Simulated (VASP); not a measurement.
# Ta (Im-3m) in VASP: a series of runs

Runs on Ta. Level: LDA. Tasks: single point.

All numbers are computed with VASP 6.6.1; they aren't measurements. Logs are shortened: lines on timing, memory, paths and dates and some standing lists are left out, and cuts for length are marked.

### Step 1. The cell of the first run

It takes space group Im-3m (No. 229, cubic). The conventional cell has a = 2.665 Å, b = 2.665 Å, c = 2.665 Å, α = 90.00°, β = 90.00°, γ = 90.00°. Within 3.1 Å of Ta (site symmetry m-3m) lie 14 Ta at 2.31 to 2.67 Å.

### Step 2. Single point, LDA (9.47 Å³/atom)

Input file INCAR:

```
SYSTEM = Ta
  PREC = Accurate
  ENCUT = 520
  EDIFF = 1E-6
  ISMEAR = -1
  SIGMA = 0.08
  LREAL = .False.
  LASPH = .True.
  NELM = 80
  ALGO = Normal
  ISIF = 2
  LWAVE = .False.
  LCHARG = .True.
  LELF = .True.
  LVHAR = .True.
  NBANDS = 12
```

Input file KPOINTS:

```
regular mesh
0
Gamma
  18 18 18
  0 0 0
```

Input file POSCAR:

```
Ta
1.0
   -1.3327162359      1.3327162359      1.3327162359
    1.3327162359     -1.3327162359      1.3327162359
    1.3327162359      1.3327162359     -1.3327162359
Ta
1
Direct
    0.0000000000      0.0000000000      0.0000000000
```

Potentials or basis: VASP PAW LDA potentials, release 64 (Ta_pv).

Run with:

```console
cat potpaw_LDA.64/Ta_pv/POTCAR > POTCAR
mpirun -np 1 vasp_std > vasp.out
```

OUTCAR:

```text
SYSTEM = Ta
   PREC = Accurate
   ENCUT = 520
   EDIFF = 1E-6
   ISMEAR = -1
   LREAL = .False.
   LASPH = .True.
   NELM = 80
   ISIF = 2

 ion  position               nearest neighbor table
   1  0.000  0.000  0.000-

  LATTYP: Found a body centered cubic cell.
 ALAT       =     2.6654324718

  Lattice vectors:

 A1 = (  -1.3327162359,   1.3327162359,   1.3327162359)
 A2 = (   1.3327162359,  -1.3327162359,   1.3327162359)
 A3 = (   1.3327162359,   1.3327162359,  -1.3327162359)

Analysis of symmetry for initial positions (statically):
=====================================================================
 Subroutine PRICEL returns:
 Original cell was already a primitive cell.

 Routine SETGRP: Setting up the symmetry group for a
 body centered cubic supercell.

 Subroutine GETGRP returns: Found 48 space group operations
 (whereof 48 operations were pure point group operations)
 out of a pool of 48 trial point group operations.

The static configuration has the point symmetry O_h .

Analysis of symmetry for dynamics (positions and initial velocities):
=====================================================================
 Subroutine PRICEL returns:
 Original cell was already a primitive cell.

 Routine SETGRP: Setting up the symmetry group for a
 body centered cubic supercell.

 Subroutine GETGRP returns: Found 48 space group operations
 (whereof 48 operations were pure point group operations)
 out of a pool of 48 trial point group operations.

The dynamic configuration has the point symmetry O_h .

 Subroutine INISYM returns: Found 48 space group operations
 (whereof 48 operations are pure point group operations),
 and found     1 'primitive' translations

----------------------------------------------------------------------------------------

                                     Primitive cell

  volume of cell :       9.4683

  direct lattice vectors                    reciprocal lattice vectors
    -1.332716236  1.332716236  1.332716236     0.000000000  0.375173639  0.375173639
     1.332716236 -1.332716236  1.332716236     0.375173639  0.000000000  0.375173639
     1.332716236  1.332716236 -1.332716236     0.375173639  0.375173639  0.000000000

  length of vectors
     2.308332233  2.308332233  2.308332233     0.530575649  0.530575649  0.530575649

  position of ions in fractional coordinates (direct lattice)
     0.000000000  0.000000000  0.000000000

[... 81 lines left out ...]
   ISIF   =      2    stress and relaxation
   ISYM   =      2    0-nonsym 1-usesym 2-fastsym
   POTIM  = 0.5000    time-step for ionic-motion
   TEBEG  =    0.0;   TEEND  =   0.0 temperature during run
   PSTRESS=    0.0 pullay stress
   NELECT =      11.0000    total number of electrons
   NUPDOWN=      -1.0000    fix difference up-down
   EMIN   =  10.00;   EMAX   =-10.00  energy-range for DOS
   EFERMI =   0.00;   METHOD = LEGACY
   ISMEAR =    -1;   SIGMA  =   0.08  broadening in eV -4-tet -1-fermi 0-gaus
   EFERMI_NEDOS =   21; number of points for ismear=-14 and -15
   IALGO  =     38    algorithm
   IMIX   =      4    mixing-type and parameters
     AMIX     =   0.40;   BMIX     =  1.00
     AMIX_MAG =   1.60;   BMIX_MAG =  1.00
  volume/ion in A,a.u.               =       9.47        63.90
  Fermi-wavevector in a.u.,A,eV,Ry     =   1.721002  3.252222 40.298387  2.961848
  Thomas-Fermi vector in A             =   2.797336
   LORBIT       =      0    0 simple, 1 ext, 2 COOP (PROOUT), +10 PAW based schemes
   GGA     = CA    functional components
   LHFCALC =     F    Hartree Fock is set to
   AEXX    =    0.0000 exact exchange contribution
   IVDW    =     0    specifies the selected vdW correction
   LEPSILON=     F    determine dielectric tensor
   LRPA    =     F    only Hartree local field effects (RPA)
 non-spin polarized calculation
  energy-cutoff  :      520.00
  volume of cell :        9.47
 maximum number of plane-waves:       268
 NGX is ok and might be reduce to    18
   NGX =  9   NGY =  9   NGZ =  9

 number of electron      11.0000000 magnetization

 Free energy of the ion-electron system (eV)
  ---------------------------------------------------
  ext. energy  EPLUGINS =         0.00000000
  ---------------------------------------------------
  free energy    TOTEN  =        -6.65932868 eV

  energy without entropy =       -6.64919227  energy(sigma->0) =       -6.65426047

 E-fermi :  12.9284     XC(G=0): -16.4171

 val. band max:       12.8780842946   @ k =   0.3333   0.2778  -0.0000
 cond. band min:      12.9425043539   @ k =  -0.3889   0.4444   0.2222
 fundamental gap:      0.0644200592
 Fermi energy:        12.9283502048

 k-point     1 :       0.0000    0.0000    0.0000
  band No.  band energies     occupation
      1     -18.0105      2.00000
      2     -18.0105      2.00000
      3     -18.0105      2.00000
      4       3.4940      2.00000
      5      12.0753      1.99995
      6      12.0753      1.99995
      7      12.0753      1.99995
      8      18.1342      0.00000
      9      18.1342      0.00000
     10      27.3791      0.00000
     11      30.4406      0.00000
     12      30.4406      0.00000
[... 331 lines left out ...]
 k-point    24 :       0.3889    0.1111    0.0000
  band No.  band energies     occupation
      1     -24.8521      2.00000
      2     -20.5421      2.00000
      3     -18.5739      2.00000
      4       4.8422      2.00000
      5       7.8341      2.00000
      6      16.6658      0.00000
      7      18.9248      0.00000
      8      22.3208      0.00000
      9      27.3366      0.00000
     10      28.3908      0.00000
     11      30.2495      0.00000
     12      37.6027      0.00000

 [... further k-points ...]

------------------------ aborting loop because EDIFF is reached ----------------------------------------

  FORCE on cell =-STRESS in cart. coord.  units (eV):
  Direction    XX          YY          ZZ          XY          YZ          ZX
  --------------------------------------------------------------------------------------
  -------------------------------------------------------------------------------------
  Total       24.9956577     24.9956577     24.9956577      0.0000000      0.0000000     -0.0000000
  in kB     4229.6272439   4229.6272439   4229.6272439      0.0000000      0.0000000     -0.0000000
  external PRESSURE =    4229.6272439 kB  Pullay stress =       0.0000000 kB

 VOLUME and BASIS-vectors are now :
 -----------------------------------------------------------------------------
  energy-cutoff  :      520.00
  volume of cell :        9.47
      direct lattice vectors                 reciprocal lattice vectors
    -1.332716236  1.332716236  1.332716236     0.000000000  0.375173639  0.375173639
     1.332716236 -1.332716236  1.332716236     0.375173639  0.000000000  0.375173639
     1.332716236  1.332716236 -1.332716236     0.375173639  0.375173639  0.000000000

 POSITION                                       TOTAL-FORCE (eV/Angst)
 -----------------------------------------------------------------------------------
      0.00000      0.00000      0.00000         0.000000     -0.000000      0.000000
 -----------------------------------------------------------------------------------
    total drift:                                0.000000      0.000000      0.000000

  FREE ENERGIE OF THE ION-ELECTRON SYSTEM (eV)
  ---------------------------------------------------
  free  energy   TOTEN  =        -6.6593286835 eV

  energy  without entropy=       -6.6491922656  energy(sigma->0) =       -6.65426047
```

stdout:

```text
POSCAR found type information on POSCAR Ta
 POSCAR found :  1 types and       1 ions
 scaLAPACK will be used
 LDA part: xc-table for (Slater(with rela. corr.)+CA(PZ))
 , standard interpolation
 POSCAR, INCAR and KPOINTS ok, starting setup
 FFT: planning ... GRIDC
 FFT: planning ... GRID_SOFT
 FFT: planning ... GRID
 WAVECAR not read
 entering main loop
```

Wall time 12 s (1 thread of Intel Xeon 6975P-C (Granite Rapids), shared host); peak memory 0.13 GiB.

What came out:

```
Free energy            : -6.6593 eV
Pressure               : 423.0 GPa
Band gap on the k mesh : zero (an odd number of electrons rules out a gap without spin polarisation)
```

Caveat: the cell stands under pressure; spin-orbit coupling is left out, which moves the levels of the heavy elements.

### Step 3. Single point, LDA (11.02 Å³/atom)

This run uses another cell than the first one, of 11.02 Å³/atom.

Input file INCAR:

```
SYSTEM = Ta
  ALGO = Normal
  EDIFF = 1E-6
  ENCUT = 520
  GGA = CA
  ISIF = 2
  ISMEAR = -1
  LASPH = .True.
  LCHARG = .True.
  LELF = .True.
  LREAL = .False.
  LVHAR = .True.
  LWAVE = .False.
  NBANDS = 12
  NELM = 100
  PREC = Accurate
  SIGMA = 0.08
```

Input file KPOINTS:

```
k-points
0
Gamma
  18 18 18
  0 0 0
```

Input file POSCAR:

```
Ta
1.0
   -1.4017700717      1.4017700717      1.4017700717
    1.4017700717     -1.4017700717      1.4017700717
    1.4017700717      1.4017700717     -1.4017700717
Ta
1
Direct
    0.0000000000      0.0000000000      0.0000000000
```

Potentials or basis: VASP PAW LDA potentials, release 64 (Ta_pv).

Run with:

```console
cat potpaw_LDA.64/Ta_pv/POTCAR > POTCAR
mpirun -np 1 vasp_std > vasp.out
```

Wall time 9.9 s (1 thread of Intel Xeon 6975P-C (Granite Rapids), shared host); peak memory 0.13 GiB.

Results (log left out):

- Free energy: -9.7208 eV
- Pressure: 230.3 GPa
- Band gap on the k mesh: zero (an odd number of electrons rules out a gap without spin polarisation)

Levels at points of the mesh, in eV from the Fermi level:
| k point | band 4 | band 5 | band 6 | band 7 | band 8 | band 9 |
| --- | --- | --- | --- | --- | --- | --- |
| (0.00, 0.00, 0.00) | -9.33 | -0.12 | -0.12 | -0.12 | 5.19 | 5.19 |
| (0.50, 0.00, 0.00) | -7.61 | -4.23 | 5.69 | 5.80 | 7.44 | 13.44 |
| (0.50, 0.50, 0.50) | -8.35 | -8.35 | 11.28 | 11.28 | 11.28 | 14.65 |

Caveat: the cell stands under pressure; spin-orbit coupling is left out, which moves the levels of the heavy elements.
